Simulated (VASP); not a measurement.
Wanted: the native input for a VASP 6.6.1 run.

* Task: single point
* Functional: PBE
* Potentials or basis: VASP PAW PBE potentials, release 64 (Ga_d)
* Cutoff: 520 eV
* k mesh: 9 × 6 × 1
* Occupations: fermi-dirac, width 0.05 eV
* Spin: no spin polarisation
* Dipole correction: yes
* Further INCAR settings: ALGO = Normal; EDIFF = 1e-07; NBANDS = 62

The structure of Ga lies in POSCAR:

```
Ga
1.0
    2.8080000000      0.0000000000      0.0000000000
    0.0000000000      4.4580000000      0.0000000000
    0.0000000000      0.0000000000     24.8280000000
Ga
8
Direct
    0.5000000000      0.5000000000      0.3020782987
    0.0000000000      0.0000000000      0.3586273562
    0.5000000000      0.5000000000      0.4151764137
    0.0000000000      0.0000000000      0.4717254712
    0.5000000000      0.5000000000      0.5282745288
    0.0000000000      0.0000000000      0.5848235863
    0.5000000000      0.5000000000      0.6413726438
    0.0000000000      0.0000000000      0.6979217013
```

The input as run:

INCAR

```
  ALGO = Normal
  DIPOL = 0.5 0.5 0.500
  EDIFF = 1E-7
  ENCUT = 520
  GGA = PE
  IDIPOL = 3
  ISIF = 2
  ISMEAR = -1
  LASPH = True
  LCHARG = True
  LDIPOL = True
  LELF = True
  LREAL = False
  LVACPOTAV = True
  LVHAR = True
  LWAVE = False
  NBANDS = 62
  NELM = 100
  PREC = Accurate
  SIGMA = 0.05
```

KPOINTS

```
k-points
0
Gamma
  9 6 1
```

Potentials or basis: VASP PAW PBE potentials, release 64 (Ga_d).

Run with:

```bash
$ cat potpaw_PBE.64/Ga_d/POTCAR > POTCAR
$ mpirun -np 1 vasp_std > vasp.out
```

It gave:

- Largest force: 0.306 eV/Å
- Band gap on the k mesh: zero (bands 52 and 53 overlap by 1.70 eV)

Run time: 21 min on 1 thread of Intel Xeon 8259CL, with other jobs on the host, peak memory 0.54 GiB.
